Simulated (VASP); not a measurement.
Wanted: the native input for a VASP 6.6.1 run.

```
Task                   : single point
Functional             : PBE
Potentials or basis    : VASP PAW PBE potentials, release 64 (Zn, Cu)
Cutoff                 : 520 eV
k mesh                 : 8 × 8 × 8
Occupations            : gaussian, width 0.1 eV
Spin                   : no spin polarisation
Dipole correction      : no
Further INCAR settings : ALGO = Normal; EDIFF = 1e-06; NBANDS = 18
```

The structure of ZnCu lies in POSCAR:

```
ZnCu
1.0
    2.8950751010      0.0000000000      0.0000000000
    0.0000000000      2.8950751010      0.0000000000
    0.0000000000      0.0000000000      2.8950751010
Zn Cu
1 1
Direct
    0.5000000000      0.5000000000      0.5000000000
    0.0000000000      0.0000000000      0.0000000000
```

The input as run:

INCAR

```
PREC = Accurate ; ENCUT = 520
EDIFF = 1E-6 ; ISMEAR = 0
SIGMA = 0.1 ; LREAL = False
LASPH = True ; NELM = 100
ALGO = Normal ; ISIF = 2
LWAVE = False ; LCHARG = False
GGA = PE ; NBANDS = 18
```

KPOINTS

```
regular mesh
0
Gamma
  8 8 8
```

Potentials or basis: VASP PAW PBE potentials, release 64 (Zn, Cu).

Run with:

```bash
$ cat potpaw_PBE.64/Zn/POTCAR potpaw_PBE.64/Cu/POTCAR > POTCAR
$ mpirun -np 1 vasp_std > vasp.out
```

It gave:

```
Pressure : 10.5 GPa
```

It took 35 s on 1 thread of AMD EPYC 7R13, with other jobs on the host, peak memory 0.12 GiB.
